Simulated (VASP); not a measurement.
# Sr in VASP: a series of runs

The runs below take Sr through single point, relaxation of cell and atoms, with PBE.

All numbers are computed with VASP 6.6.1; they aren't measurements. Logs are shortened: lines on timing, memory, paths and dates and some standing lists are left out, and cuts for length are marked.

### 1 The cell of the first run

It takes space group I4/mmm (No. 139, tetragonal). The conventional cell has a = 4.264 Å, b = 4.264 Å, c = 6.016 Å, α = 90.00°, β = 90.00°, γ = 90.00°. Within 5.6 Å of Sr (site symmetry 4/mmm) lie 12 Sr at 4.26 Å.

### 2 Single point, PBE

Input file INCAR:

```
SYSTEM = Sr
PREC     = Accurate       ! precision mode
ENCUT    = 520            ! plane-wave cutoff, eV
EDIFF    = 1E-7           ! SCF threshold, eV
ISMEAR   = 0              ! smearing method
SIGMA    = 0.1            ! smearing width, eV
LREAL    = .False.        ! projectors in reciprocal space
LASPH    = .True.         ! aspherical terms in the spheres
NELM     = 60             ! most SCF steps
ALGO     = Fast           ! electronic algorithm
ISIF     = 2              ! what is computed and relaxed
LWAVE    = .False.        ! write WAVECAR
LCHARG   = .False.        ! write CHGCAR
GGA      = PE             ! functional
NBANDS   = 11             ! bands
```

Input file KPOINTS:

```
Automatic mesh
0
Gamma
  14 14 14
  0 0 0
```

Input file POSCAR:

```
Sr
1.0
   -2.1319796776      2.1319284327      3.0079532908
    2.1319796776     -2.1319284327      3.0079532908
    2.1319796776      2.1319284327     -3.0079532908
Sr
1
Direct
    0.5000000000      0.5000000000      0.0000000000
```

Potentials or basis: VASP PAW PBE potentials, release 64 (Sr_sv).

Started as:

```console
cat potpaw_PBE.64/Sr_sv/POTCAR > POTCAR
mpirun -np 1 vasp_std > vasp.out
```

OUTCAR:

```text
SYSTEM = Sr
   PREC = Accurate
   ENCUT = 520
   EDIFF = 1E-7
   ISMEAR = 0
   LREAL = .False.
   LASPH = .True.
   NELM = 60
   ISIF = 2
   GGA = PE

 ion  position               nearest neighbor table
   1  0.500  0.500  0.000-

  LATTYP: Found a body centered orthorhombic cell.
 ALAT       =     4.2638568654
 B/A-ratio  =     1.0000240369
 C/A-ratio  =     1.4109072540

  Lattice vectors:

 A1 = (   2.1319796776,  -2.1319284327,  -3.0079532908)
 A2 = (  -2.1319796776,   2.1319284327,  -3.0079532908)
 A3 = (   2.1319796776,   2.1319284327,   3.0079532908)

Analysis of symmetry for initial positions (statically):
=====================================================================
 Subroutine PRICEL returns:
 Original cell was already a primitive cell.

 Routine SETGRP: Setting up the symmetry group for a
 body centered orthorhombic supercell.

 Subroutine GETGRP returns: Found  8 space group operations
 (whereof  8 operations were pure point group operations)
 out of a pool of  8 trial point group operations.

The static configuration has the point symmetry D_2h.

Analysis of symmetry for dynamics (positions and initial velocities):
=====================================================================
 Subroutine PRICEL returns:
 Original cell was already a primitive cell.

 Routine SETGRP: Setting up the symmetry group for a
 body centered orthorhombic supercell.

 Subroutine GETGRP returns: Found  8 space group operations
 (whereof  8 operations were pure point group operations)
 out of a pool of  8 trial point group operations.

The dynamic configuration has the point symmetry D_2h.

 Subroutine INISYM returns: Found  8 space group operations
 (whereof  8 operations are pure point group operations),
 and found     1 'primitive' translations

----------------------------------------------------------------------------------------

                                     Primitive cell

  volume of cell :      54.6873

  direct lattice vectors                    reciprocal lattice vectors
    -2.131979678  2.131928433  3.007953291     0.000000000  0.234529449  0.166225985
     2.131979678 -2.131928433  3.007953291     0.234523811  0.000000000  0.166225985
     2.131979678  2.131928433 -3.007953291     0.234523811  0.234529449  0.000000000

  length of vectors
     4.258901171  4.258901171  4.258901171     0.287463286  0.287458686  0.331670741

[... 84 lines left out ...]
   ISIF   =      2    stress and relaxation
   ISYM   =      2    0-nonsym 1-usesym 2-fastsym
   POTIM  = 0.5000    time-step for ionic-motion
   TEBEG  =    0.0;   TEEND  =   0.0 temperature during run
   PSTRESS=    0.0 pullay stress
   NELECT =      10.0000    total number of electrons
   NUPDOWN=      -1.0000    fix difference up-down
   EMIN   =  10.00;   EMAX   =-10.00  energy-range for DOS
   EFERMI =   0.00;   METHOD = LEGACY
   ISMEAR =     0;   SIGMA  =   0.10  broadening in eV -4-tet -1-fermi 0-gaus
   EFERMI_NEDOS =   21; number of points for ismear=-14 and -15
   IALGO  =     68    algorithm
   IMIX   =      4    mixing-type and parameters
     AMIX     =   0.40;   BMIX     =  1.00
     AMIX_MAG =   1.60;   BMIX_MAG =  1.00
  volume/ion in A,a.u.               =      54.69       369.05
  Fermi-wavevector in a.u.,A,eV,Ry     =   0.929207  1.755947 11.747625  0.863426
  Thomas-Fermi vector in A             =   2.055465
   LORBIT       =      0    0 simple, 1 ext, 2 COOP (PROOUT), +10 PAW based schemes
   GGA     = PE    functional components
   LHFCALC =     F    Hartree Fock is set to
   AEXX    =    0.0000 exact exchange contribution
   IVDW    =     0    specifies the selected vdW correction
   LEPSILON=     F    determine dielectric tensor
   LRPA    =     F    only Hartree local field effects (RPA)
 non-spin polarized calculation
 RMM-DIIS sequential band-by-band and
 Gauss-broadening in eV      SIGMA  =   0.10
  energy-cutoff  :      520.00
  volume of cell :       54.69
 maximum number of plane-waves:      1486
   NGX = 15   NGY = 15   NGZ = 15

 number of electron      10.0000000 magnetization

 Free energy of the ion-electron system (eV)
  ---------------------------------------------------
  ext. energy  EPLUGINS =         0.00000000
  ---------------------------------------------------
  free energy    TOTEN  =        -1.64130241 eV

  energy without entropy =       -1.63445153  energy(sigma->0) =       -1.63787697

 E-fermi :   1.6166     XC(G=0):  -7.3671

 val. band max:        1.6125290441   @ k =   0.2857   0.2857   0.2143
 cond. band min:       1.6205480349   @ k =  -0.2857   0.5000   0.1429
 fundamental gap:      0.0080189908
 Fermi energy:         1.6165542719

 k-point     1 :       0.0000    0.0000    0.0000
  band No.  band energies     occupation
      1     -35.0076      2.00000
      2     -16.8945      2.00000
      3     -16.8945      2.00000
      4     -16.8942      2.00000
      5      -2.0508      2.00000
      6       3.9475      0.00000
      7       3.9477      0.00000
      8       3.9598      0.00000
      9       5.4159      0.00000
     10       5.4357      0.00000
     11       8.7250      0.00000
[... 309 lines left out ...]
 k-point    24 :       0.0714    0.1429    0.0000
  band No.  band energies     occupation
      1     -35.0035      2.00000
      2     -16.9490      2.00000
      3     -16.9092      2.00000
      4     -16.8995      2.00000
      5      -1.5413      2.00000
      6       3.3074      0.00000
      7       4.0465      0.00000
      8       4.1938      0.00000
      9       5.0020      0.00000
     10       5.4472      0.00000
     11       9.2988      0.00000

 [... further k-points ...]

------------------------ aborting loop because EDIFF is reached ----------------------------------------

  FORCE on cell =-STRESS in cart. coord.  units (eV):
  Direction    XX          YY          ZZ          XY          YZ          ZX
  --------------------------------------------------------------------------------------
  -------------------------------------------------------------------------------------
  Total        0.0063156      0.0064858      0.0104823      0.0000000      0.0000000      0.0000000
  in kB        0.1850294      0.1900155      0.3071002      0.0000000      0.0000000      0.0000000
  external PRESSURE =       0.2273817 kB  Pullay stress =       0.0000000 kB

 VOLUME and BASIS-vectors are now :
 -----------------------------------------------------------------------------
  energy-cutoff  :      520.00
  volume of cell :       54.69
      direct lattice vectors                 reciprocal lattice vectors
    -2.131979678  2.131928433  3.007953291     0.000000000  0.234529449  0.166225985
     2.131979678 -2.131928433  3.007953291     0.234523811  0.000000000  0.166225985
     2.131979678  2.131928433 -3.007953291     0.234523811  0.234529449  0.000000000

 POSITION                                       TOTAL-FORCE (eV/Angst)
 -----------------------------------------------------------------------------------
      0.00000      0.00000      3.00795         0.000000      0.000000      0.000000
 -----------------------------------------------------------------------------------
    total drift:                               -0.000000      0.000000     -0.000000

  FREE ENERGIE OF THE ION-ELECTRON SYSTEM (eV)
  ---------------------------------------------------
  free  energy   TOTEN  =        -1.6413024095 eV

  energy  without entropy=       -1.6344515294  energy(sigma->0) =       -1.63787697
```

OSZICAR:

```text
N       E                     dE             d eps       ncg     rms          rms(c)
DAV:   1     0.412550473755E+02    0.41255E+02   -0.49726E+03  9424   0.756E+02
DAV:   2     0.970204804053E+00   -0.40285E+02   -0.39689E+02 11413   0.159E+02
DAV:   3    -0.151503992142E+01   -0.24852E+01   -0.24681E+01 15448   0.312E+01
DAV:   4    -0.163886683405E+01   -0.12383E+00   -0.12355E+00 12586   0.412E+00
DAV:   5    -0.163998111464E+01   -0.11143E-02   -0.11142E-02 12879   0.425E-01    0.113E+01
RMM:   6    -0.164076120668E+01   -0.78009E-03   -0.60856E-03  9959   0.915E-01    0.640E+00
RMM:   7    -0.164115830181E+01   -0.39710E-03   -0.12117E-02 10569   0.134E+00    0.276E-01
RMM:   8    -0.164121311954E+01   -0.54818E-04   -0.22913E-03 12684   0.345E-01    0.585E-02
RMM:   9    -0.164128047393E+01   -0.67354E-04   -0.46440E-04 15000   0.992E-02    0.478E-02
RMM:  10    -0.164130303344E+01   -0.22560E-04   -0.79734E-05 13708   0.566E-02    0.726E-02
RMM:  11    -0.164130114169E+01    0.18917E-05   -0.41025E-05 14413   0.365E-02    0.671E-03
RMM:  12    -0.164130184777E+01   -0.70608E-06   -0.55501E-06 15578   0.107E-02    0.491E-03
RMM:  13    -0.164130204869E+01   -0.20092E-06   -0.12539E-06 13935   0.546E-03    0.929E-04
RMM:  14    -0.164130219406E+01   -0.14537E-06   -0.42759E-07 11549   0.265E-03    0.150E-03
RMM:  15    -0.164130239084E+01   -0.19679E-06   -0.17676E-07  9899   0.212E-03    0.277E-04
RMM:  16    -0.164130240953E+01   -0.18689E-07   -0.54119E-08  7942   0.112E-03
   1 F= -.16413024E+01 E0= -.16378770E+01  d E =-.685088E-02
```

It took 3.1 min on 1 thread of Intel Xeon Platinum 8488C (Sapphire Rapids), shared host; peak memory 0.38 GiB.

Results:

| Item | Value |
| --- | --- |
| Free energy | -1.6413 eV |
| Pressure | 0.0 GPa |
| Band gap on the k mesh | zero (bands 5 and 6 overlap by 0.03 eV) |

### 3 Relaxation of cell and atoms, PBE

This run uses another cell than the first one, of 52.32 Å³/atom.

Input file INCAR:

```
PREC = Accurate
ENCUT = 600
EDIFF = 1E-6
ISMEAR = 0
SIGMA = 0.1
LREAL = F
LASPH = T
NELM = 100
ALGO = Fast
ISIF = 3
LWAVE = F
LCHARG = F
GGA = PE
IBRION = 2
NSW = 80
EDIFFG = -0.01
```

Input file KPOINTS:

```
Automatic mesh
0
Gamma
  14 14 14
```

Input file POSCAR:

```
Sr
1.0
   -2.1017346755      2.1013626859      2.9618659519
    2.1017346755     -2.1013626859      2.9618659519
    2.1017346755      2.1013626859     -2.9618659519
Sr
1
Direct
    0.5000000000      0.5000000000      0.0000000000
```

Potentials or basis: VASP PAW PBE potentials, release 64 (Sr_sv).

Started as:

```console
cat potpaw_PBE.64/Sr_sv/POTCAR > POTCAR
mpirun -np 1 vasp_std > vasp.out
```

Wall time 9.2 min (1 thread of Intel Xeon Platinum 8488C (Sapphire Rapids), shared host); peak memory 0.44 GiB.

Results (log left out):

| Property | Result |
| --- | --- |
| Free energy | -1.6412 eV |
| Relaxed volume | 54.96 Å³/atom |
| Relaxed cell | a = 4.265 Å, b = 4.265 Å, c = 4.265 Å, α = 119.90°, β = 119.90°, γ = 90.17° |
| Space group after relaxing (to 0.1 Å) | Fm-3m (No. 225) |
| Energy gained by relaxing | 4.4 meV/atom |
| Ionic steps | 4 |
| Pressure after relaxing | 0.0 GPa |
| Band gap on the k mesh | zero (bands 5 and 6 overlap by 0.04 eV) |

Step by step:
```tsv
step	energy change (eV)	largest force (eV/Å)	pressure (GPa)	volume (Å³)
1	0.0000	0.0000	0.58	52.32
2	-0.0036	0.0000	0.27	53.78
3	-0.0043	0.0000	-0.03	55.10
4	-0.0044	0.0000	-0.01	54.96
```

Final structure:
```
Sr
1.0
    -2.13596    2.13584    3.01169
     2.13596   -2.13584    3.01169
     2.13596    2.13584   -3.01169
Sr
1
Direct
  0.50000 0.50000 0.00000
```

Levels at points of the mesh, in eV from the Fermi level:
```csv
k point,band 3,band 4,band 5,band 6,band 7,band 8
"(0.00, 0.00, 0.00)",-18.52,-18.52,-3.66,2.32,2.33,2.34
"(0.50, 0.00, 0.00)",-18.55,-18.55,-1.13,0.05,2.16,2.18
"(0.00, 0.50, 0.00)",-18.55,-18.55,-1.13,0.05,2.16,2.18
"(0.50, 0.50, 0.00)",-18.59,-18.59,-0.66,0.33,1.04,4.84
"(0.50, 0.50, 0.50)",-18.59,-18.59,-0.65,0.33,1.06,4.84
```
